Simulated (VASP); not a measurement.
# Ge3Pd (Pm-3m) in VASP: settings compared

Aim: see how the results for Ge3Pd move with the level of theory and the settings. Levels: LDA, r2SCAN, PBEsol+U. Tasks: single point.

Everything below comes from runs of VASP 6.6.1. Logs are shortened: lines on timing, memory, paths and dates and some standing lists are left out, and cuts for length are marked.

### Step 1. The cell of the first run

Symmetry: Pm-3m, No. 221, cubic system. The conventional cell has a = 4.142 Å, b = 4.142 Å, c = 4.142 Å, α = 90.00°, β = 90.00°, γ = 90.00°. Within 3.9 Å of Pd (site symmetry m-3m) lie 12 Ge at 2.93 Å. Within 3.9 Å of Ge (site symmetry 4/mmm) lie 4 Pd at 2.93 Å and 8 Ge at 2.93 Å.

### Step 2. Single point, LDA

Contents of INCAR:

```
PREC = Accurate
ENCUT = 520
EDIFF = 1E-7
ISMEAR = -1
SIGMA = 0.05
LREAL = F
LASPH = T
NELM = 100
ALGO = Normal
ISIF = 2
LWAVE = F
LCHARG = F
NBANDS = 34
```

Contents of KPOINTS:

```
regular mesh
0
Gamma
  7 7 7
```

Contents of POSCAR:

```
Ge3Pd
1.0
    4.1420230000      0.0000000000      0.0000000000
    0.0000000000      4.1420230000      0.0000000000
    0.0000000000      0.0000000000      4.1420230000
Pd Ge
1 3
Direct
    0.0000000000      0.0000000000      0.0000000000
    0.5000000000      0.5000000000      0.0000000000
    0.5000000000      0.0000000000      0.5000000000
    0.0000000000      0.5000000000      0.5000000000
```

Potentials or basis: VASP PAW LDA potentials, release 64 (Pd, Ge_d).

Command:

```bash
$ cat potpaw_LDA.64/Pd/POTCAR potpaw_LDA.64/Ge_d/POTCAR > POTCAR
$ mpirun -np 1 vasp_std > vasp.out
```

OUTCAR:

```text
PREC = Accurate
   ENCUT = 520
   EDIFF = 1E-7
   ISMEAR = -1
   LREAL = F
   LASPH = T
   NELM = 100
   ISIF = 2

 ion  position               nearest neighbor table
   1  0.000  0.000  0.000-   2 2.93   3 2.93   4 2.93   3 2.93   4 2.93   2 2.93   4 2.93   4 2.93
                             2 2.93   3 2.93   3 2.93   2 2.93
   2  0.500  0.500  0.000-   1 2.93   1 2.93   1 2.93   1 2.93
   3  0.500  0.000  0.500-   1 2.93   1 2.93   1 2.93   1 2.93
   4  0.000  0.500  0.500-   1 2.93   1 2.93   1 2.93   1 2.93

  LATTYP: Found a simple cubic cell.
 ALAT       =     4.1420230000

  Lattice vectors:

 A1 = (   4.1420230000,   0.0000000000,   0.0000000000)
 A2 = (   0.0000000000,   4.1420230000,   0.0000000000)
 A3 = (   0.0000000000,   0.0000000000,   4.1420230000)

Analysis of symmetry for initial positions (statically):
=====================================================================
 Subroutine PRICEL returns:
 Original cell was already a primitive cell.

 Routine SETGRP: Setting up the symmetry group for a
 simple cubic supercell.

 Subroutine GETGRP returns: Found 48 space group operations
 (whereof 48 operations were pure point group operations)
 out of a pool of 48 trial point group operations.

The static configuration has the point symmetry O_h .

Analysis of symmetry for dynamics (positions and initial velocities):
=====================================================================
 Subroutine PRICEL returns:
 Original cell was already a primitive cell.

 Routine SETGRP: Setting up the symmetry group for a
 simple cubic supercell.

 Subroutine GETGRP returns: Found 48 space group operations
 (whereof 48 operations were pure point group operations)
 out of a pool of 48 trial point group operations.

The dynamic configuration has the point symmetry O_h .

 Subroutine INISYM returns: Found 48 space group operations
 (whereof 48 operations are pure point group operations),
 and found     1 'primitive' translations

----------------------------------------------------------------------------------------

                                     Primitive cell

  volume of cell :      71.0620

  direct lattice vectors                    reciprocal lattice vectors
[... 82 lines left out ...]
   LSORBIT =      F    spin-orbit coupling
   LASPH  =      T    aspherical Exc in radial PAW
   ENCUT  =  520.0 eV  38.22 Ry    6.18 a.u.   7.70  7.70  7.70*2*pi/ulx,y,z
   NELM   =    100;   NELMIN=  2; NELMDL= -5     # of ELM steps
   EDIFF  = 0.1E-06   stopping-criterion for ELM
   LREAL  =      F    real-space projection
   EDIFFG = 0.1E-05   stopping-criterion for IOM
   NSW    =      0    number of steps for IOM
   IBRION =     -1    ionic relax: 0-MD 1-quasi-New 2-CG
   NFREE  =      0    steps in history (QN), initial steepest desc. (CG)
   ISIF   =      2    stress and relaxation
   ISYM   =      2    0-nonsym 1-usesym 2-fastsym
   POTIM  = 0.5000    time-step for ionic-motion
   TEBEG  =    0.0;   TEEND  =   0.0 temperature during run
   PSTRESS=    0.0 pullay stress
   NELECT =      52.0000    total number of electrons
   NUPDOWN=      -1.0000    fix difference up-down
   EMIN   =  10.00;   EMAX   =-10.00  energy-range for DOS
   EFERMI =   0.00;   METHOD = LEGACY
   ISMEAR =    -1;   SIGMA  =   0.05  broadening in eV -4-tet -1-fermi 0-gaus
   EFERMI_NEDOS =   21; number of points for ismear=-14 and -15
   IALGO  =     38    algorithm
   IMIX   =      4    mixing-type and parameters
     AMIX     =   0.40;   BMIX     =  1.00
     AMIX_MAG =   1.60;   BMIX_MAG =  1.00
  volume/ion in A,a.u.               =      17.77       119.89
  Fermi-wavevector in a.u.,A,eV,Ry     =   1.475243  2.787804 29.610913  2.176341
  Thomas-Fermi vector in A             =   2.589916
   LORBIT       =      0    0 simple, 1 ext, 2 COOP (PROOUT), +10 PAW based schemes
   GGA     = CA    functional components
   LHFCALC =     F    Hartree Fock is set to
   AEXX    =    0.0000 exact exchange contribution
   IVDW    =     0    specifies the selected vdW correction
   LEPSILON=     F    determine dielectric tensor
   LRPA    =     F    only Hartree local field effects (RPA)
 non-spin polarized calculation
  energy-cutoff  :      520.00
  volume of cell :       71.06
 maximum number of plane-waves:      1935
 NGX is ok and might be reduce to    32
   NGX = 15   NGY = 15   NGZ = 15

 number of electron      52.0000056 magnetization

 Free energy of the ion-electron system (eV)
  ---------------------------------------------------
  ext. energy  EPLUGINS =         0.00000000
  ---------------------------------------------------
  free energy    TOTEN  =       -21.69962884 eV

  energy without entropy =      -21.68124270  energy(sigma->0) =      -21.69043577

 E-fermi :   7.2604     XC(G=0): -12.0061

 val. band max:        7.2417249834   @ k =   0.4286   0.0000   0.0000
 cond. band min:       7.3435424523   @ k =   0.4286   0.4286   0.0000
 fundamental gap:      0.1018174689
 Fermi energy:         7.2604134320

 k-point     1 :       0.0000    0.0000    0.0000
  band No.  band energies     occupation
      1     -17.5706      2.00000
      2     -17.5706      2.00000
      3     -17.5706      2.00000
      4     -17.5597      2.00000
      5     -17.5052      2.00000
      6     -17.5052      2.00000
[... 729 lines left out ...]
     33      14.6585      0.00000
     34      19.0312      0.00000

------------------------ aborting loop because EDIFF is reached ----------------------------------------

  FORCE on cell =-STRESS in cart. coord.  units (eV):
  Direction    XX          YY          ZZ          XY          YZ          ZX
  --------------------------------------------------------------------------------------
  -------------------------------------------------------------------------------------
  Total       -3.0353932     -3.0353932     -3.0353932      0.0000000      0.0000000      0.0000000
  in kB      -68.4365353    -68.4365353    -68.4365353      0.0000000      0.0000000      0.0000000
  external PRESSURE =     -68.4365353 kB  Pullay stress =       0.0000000 kB

 VOLUME and BASIS-vectors are now :
 -----------------------------------------------------------------------------
  energy-cutoff  :      520.00
  volume of cell :       71.06
      direct lattice vectors                 reciprocal lattice vectors
     4.142023000  0.000000000  0.000000000     0.241427921  0.000000000  0.000000000
     0.000000000  4.142023000  0.000000000     0.000000000  0.241427921  0.000000000
     0.000000000  0.000000000  4.142023000     0.000000000  0.000000000  0.241427921

 POSITION                                       TOTAL-FORCE (eV/Angst)
 -----------------------------------------------------------------------------------
      0.00000      0.00000      0.00000         0.000000      0.000000      0.000000
      2.07101      2.07101      0.00000         0.000000      0.000000      0.000000
      2.07101      0.00000      2.07101         0.000000      0.000000      0.000000
      0.00000      2.07101      2.07101         0.000000      0.000000      0.000000
 -----------------------------------------------------------------------------------
    total drift:                                0.000000     -0.000000     -0.000000

  FREE ENERGIE OF THE ION-ELECTRON SYSTEM (eV)
  ---------------------------------------------------
  free  energy   TOTEN  =       -21.6996288419 eV

  energy  without entropy=      -21.6812427012  energy(sigma->0) =      -21.69043577
```

OSZICAR:

```text
N       E                     dE             d eps       ncg     rms          rms(c)
DAV:   1     0.450613219702E+03    0.45061E+03   -0.24671E+04  1698   0.407E+03
DAV:   2     0.546207996597E+02   -0.39599E+03   -0.38269E+03  1360   0.794E+02
DAV:   3    -0.181091091059E+02   -0.72730E+02   -0.71384E+02  1508   0.196E+02
DAV:   4    -0.217823432881E+02   -0.36732E+01   -0.36440E+01  1578   0.490E+01
DAV:   5    -0.218686941688E+02   -0.86351E-01   -0.86310E-01  1500   0.808E+00    0.504E+00
DAV:   6    -0.217657504587E+02    0.10294E+00   -0.69597E-01  1472   0.575E+00    0.308E+00
DAV:   7    -0.217152204145E+02    0.50530E-01   -0.15802E-01  1554   0.329E+00    0.182E+00
DAV:   8    -0.217003188943E+02    0.14902E-01   -0.49198E-02  1564   0.127E+00    0.210E-01
DAV:   9    -0.216997399374E+02    0.57896E-03   -0.54620E-03  1700   0.958E-01    0.121E-01
DAV:  10    -0.216996286783E+02    0.11126E-03   -0.84123E-04  1410   0.211E-01    0.295E-02
DAV:  11    -0.216996296720E+02   -0.99374E-06   -0.53615E-05  1616   0.757E-02    0.963E-03
DAV:  12    -0.216996289547E+02    0.71730E-06   -0.63396E-06  1492   0.205E-02    0.426E-03
DAV:  13    -0.216996288454E+02    0.10934E-06   -0.12007E-06  1646   0.142E-02    0.686E-04
DAV:  14    -0.216996288419E+02    0.34925E-08   -0.60539E-08   760   0.337E-03
   1 F= -.21699629E+02 E0= -.21690436E+02  d E =-.183861E-01
```

stdout:

```text
POSCAR found type information on POSCAR PdGe
 POSCAR found :  2 types and       4 ions
 scaLAPACK will be used
 LDA part: xc-table for (Slater(with rela. corr.)+CA(PZ))
 , standard interpolation
 POSCAR, INCAR and KPOINTS ok, starting setup
 FFT: planning ... GRIDC
 FFT: planning ... GRID_SOFT
 FFT: planning ... GRID
 WAVECAR not read
 entering main loop
```

Run time: 46 s. Hardware: 1 thread of AMD EPYC 7R13, shared host; peak memory 0.15 GiB.

Results:

| Quantity | Value |
| --- | --- |
| Free energy | -21.6996 eV |
| Pressure | -6.8 GPa |
| Band gap on the k mesh | zero (bands 26 and 27 overlap by 1.52 eV) |

Caveat: the cell stands under tension.

### Step 3. Single point, LDA

This run uses another cell than the first one, of 18.48 Å³/atom.

Contents of INCAR:

```
SYSTEM = Ge3Pd
PREC = Accurate
ENCUT = 520
EDIFF = 1E-6
ISMEAR = -1
SIGMA = 0.05
LREAL = .False.
LASPH = .True.
NELM = 60
ALGO = Normal
ISIF = 2
LWAVE = .False.
LCHARG = .True.
GGA = CA
LELF = .True.
LVHAR = .True.
NBANDS = 34
```

Contents of KPOINTS:

```
regular mesh
0
Gamma
  7 7 7
  0 0 0
```

Contents of POSCAR:

```
Ge3Pd
1.0
    4.1965295533      0.0000000000      0.0000000000
    0.0000000000      4.1965295533      0.0000000000
    0.0000000000      0.0000000000      4.1965295533
Pd Ge
1 3
Direct
    0.0000000000      0.0000000000      0.0000000000
    0.5000000000      0.5000000000      0.0000000000
    0.5000000000      0.0000000000      0.5000000000
    0.0000000000      0.5000000000      0.5000000000
```

Potentials or basis: VASP PAW LDA potentials, release 64 (Pd, Ge_d).

Command:

```bash
$ cat potpaw_LDA.64/Pd/POTCAR potpaw_LDA.64/Ge_d/POTCAR > POTCAR
$ mpirun -np 1 vasp_std > vasp.out
```

It took 44 s on 1 thread of AMD EPYC 7R13, shared host; peak memory 0.15 GiB.

The run converged. Its results:

```yaml
Free_energy: -21.5552 eV
Pressure: -9.4 GPa
Band_gap_on_the_k_mesh: zero (bands 26 and 27 overlap by 1.52 eV)
```

Levels at points of the mesh, in eV from the Fermi level:
```
           k point  band 22  band 23  band 24  band 25  band 26  band 27  band 28  band 29  band 30  band 31
(0.00, 0.00, 0.00)    -2.47    -2.47    -2.47    -1.57    -1.57     0.93     2.93     2.93     2.93     5.43
```

Caveat: the cell stands under tension.

### Step 4. Single point, r2SCAN

Contents of POSCAR:

```
Ge3Pd
1.0
    4.1420230000      0.0000000000      0.0000000000
    0.0000000000      4.1420230000      0.0000000000
    0.0000000000      0.0000000000      4.1420230000
Pd Ge
1 3
Direct
    0.0000000000      0.0000000000      0.0000000000
    0.5000000000      0.5000000000      0.0000000000
    0.5000000000      0.0000000000      0.5000000000
    0.0000000000      0.5000000000      0.5000000000
```

Contents of INCAR.step1:

```
PREC = Accurate
ENCUT = 520
ISMEAR = -1
SIGMA = 0.05
LREAL = False
LASPH = True
NELM = 80
NBANDS = 34
GGA = PE
ALGO = Normal
EDIFF = 1E-4
LWAVE = True
LCHARG = False
```

Contents of INCAR.step2:

```
PREC = Accurate
ENCUT = 520
EDIFF = 1E-6
ISMEAR = -1
SIGMA = 0.05
LREAL = False
LASPH = True
NELM = 80
ALGO = Normal
ISIF = 2
LWAVE = False
LCHARG = False
METAGGA = R2SCAN
LMIXTAU = True
NBANDS = 34
ISTART = 1
```

Contents of KPOINTS:

```
Automatic mesh
0
Gamma
  7 7 7
```

Potentials or basis: VASP PAW PBE potentials, release 64 (Pd, Ge_d).

Command:

```bash
$ cat potpaw_PBE.64/Pd/POTCAR potpaw_PBE.64/Ge_d/POTCAR > POTCAR
$ cp INCAR.step1 INCAR
$ mpirun -np 1 vasp_std > vasp.out
$ cp INCAR.step2 INCAR
$ mpirun -np 1 vasp_std > vasp.out
```

Run time: 3.6 min. Hardware: 1 thread of AMD EPYC 7R13, shared host; peak memory 0.17 GiB.

It converged, with:

```yaml
Free_energy: -63.5650 eV
Pressure: -2.9 GPa
Band_gap_on_the_k_mesh: zero (bands 26 and 27 overlap by 1.65 eV)
```

Levels at points of the mesh, in eV from the Fermi level:
```
           k point  band 23  band 24  band 25  band 26  band 27  band 28  band 29  band 30
(0.00, 0.00, 0.00)    -2.79    -2.79    -1.62    -1.62     1.15     3.05     3.05     3.05
```

Caveat: the PAW data sets were made with another functional, which shifts forces and pressure a little.

### Step 5. Single point, PBEsol+U

Contents of INCAR:

```
SYSTEM = Ge3Pd
PREC = Accurate
ENCUT = 540
EDIFF = 1E-6
ISMEAR = -1
SIGMA = 0.05
LREAL = .FALSE.
LASPH = .TRUE.
NELM = 200
ALGO = Normal
ISIF = 2
LWAVE = .FALSE.
LCHARG = .TRUE.
LMAXMIX = 4
LDAU = .TRUE.
LDAUTYPE = 2
LDAUL = 2 -1
LDAUU = 1 0
LDAUJ = 0 0
LDAUPRINT = 1
GGA = PS
LELF = .TRUE.
LVHAR = .TRUE.
NBANDS = 38
GGA_COMPAT = .FALSE.
```

Contents of KPOINTS:

```
regular mesh
0
G
  7 7 7
  0 0 0
```

POSCAR is that of step 4.

Potentials or basis: VASP PAW PBE potentials, release 64 (Pd_sv_GW, Ge_d).

Command:

```bash
$ cat potpaw_PBE.64/Pd_sv_GW/POTCAR potpaw_PBE.64/Ge_d/POTCAR > POTCAR
$ mpirun -np 1 vasp_std > vasp.out
```

Wall time 90 s (1 thread of Intel Xeon Platinum 8259CL at 2.50GHz (Skylake/Cascade Lake), shared host); peak memory 0.21 GiB.

The run converged. Its results:

| Quantity | Value |
| --- | --- |
| Free energy | -18.2043 eV |
| Pressure | -5.2 GPa |
| Band gap on the k mesh | zero (bands 30 and 31 overlap by 1.57 eV) |

Levels at points of the mesh, in eV from the Fermi level:
```tsv
k point	band 26	band 27	band 28	band 29	band 30	band 31	band 32	band 33	band 34	band 35
(0.00, 0.00, 0.00)	-2.69	-2.69	-2.69	-1.60	-1.60	0.85	2.99	2.99	2.99	5.62
```

Eigenvalues of the final occupation matrices:
```csv
site,spin,trace,eigenvalues
site 1 d,1,3.80,0.75 0.75 0.75 0.77 0.77
site 1 d,2,3.80,0.75 0.75 0.75 0.77 0.77
```

Caveat: the cell stands under tension; the PAW data sets were made with another functional, which shifts forces and pressure a little; U without spin polarisation on a metal has little footing; the U is typed as a test and isn't derived for this compound.

### Step 6. Overview

| level | potentials or basis | U | cell | cutoff (eV) | gap on the mesh (eV) | pressure (GPa) |
| --- | --- | --- | --- | --- | --- | --- |
| LDA | VASP PAW LDA potentials, release 64 (Pd, Ge_d) | - | a = 4.142 Å, 4 atoms | 520 | none | -6.8 |
| LDA | VASP PAW LDA potentials, release 64 (Pd, Ge_d) | - | a = 4.197 Å, 4 atoms | 520 | none | -9.4 |
| r2SCAN | VASP PAW PBE potentials, release 64 (Pd, Ge_d) | - | a = 4.142 Å, 4 atoms | 520 | none | -2.9 |
| PBEsol+U | VASP PAW PBE potentials, release 64 (Pd_sv_GW, Ge_d) | Pd d U = 1.0 eV | a = 4.142 Å, 4 atoms | 540 | none | -5.2 |

Alike in all rows: task single point; no spin polarisation; k mesh 7 × 7 × 7; smearing fermi-dirac 0.05 eV.

Caveats: the cell stands under tension (at least some runs); the PAW data sets were made with another functional, which shifts forces and pressure a little (at least some runs); U without spin polarisation on a metal has little footing (at least some runs); the U is typed as a test and isn't derived for this compound (at least some runs).

Total energies depend on the potentials used, so only differences within one code and one set of settings carry meaning.
